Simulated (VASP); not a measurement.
A run of VASP 6.6.1 is set up as follows.

Contents of INCAR:

```
SYSTEM = TiC
PREC = Accurate
ENCUT = 600
EDIFF = 1E-6
ISMEAR = 0
SIGMA = 0.1
LREAL = .False.
LASPH = .True.
NELM = 120
ALGO = Normal
ISIF = 2
LWAVE = .False.
LCHARG = .True.
LELF = .True.
LVHAR = .True.
NBANDS = 15
GGA_COMPAT = .False.
```

KPOINTS

```
Automatic mesh
0
Gamma
  8 8 8
  0 0 0
```

File POSCAR:

```
TiC
1.0
    0.0000000000      2.1640000000      2.1640000000
    2.1640000000      0.0000000000      2.1640000000
    2.1640000000      2.1640000000      0.0000000000
Ti C
1 1
Direct
    0.0000000000      0.0000000000      0.0000000000
    0.5000000000      0.5000000000      0.5000000000
```

Potentials or basis: VASP PAW LDA potentials, release 64 (Ti_sv, C).

Launch:

```bash
$ cat potpaw_LDA.64/Ti_sv/POTCAR potpaw_LDA.64/C/POTCAR > POTCAR
$ mpirun -np 1 vasp_std > vasp.out
```

**Question.** Predict the band gap on the k mesh.

**Answer.** Zero (band 8 reaches 9.89 eV, above the bottom of band 9 at 8.85 eV).

**Question.** What does it give for the pressure?

**Answer.** -11.6 GPa.
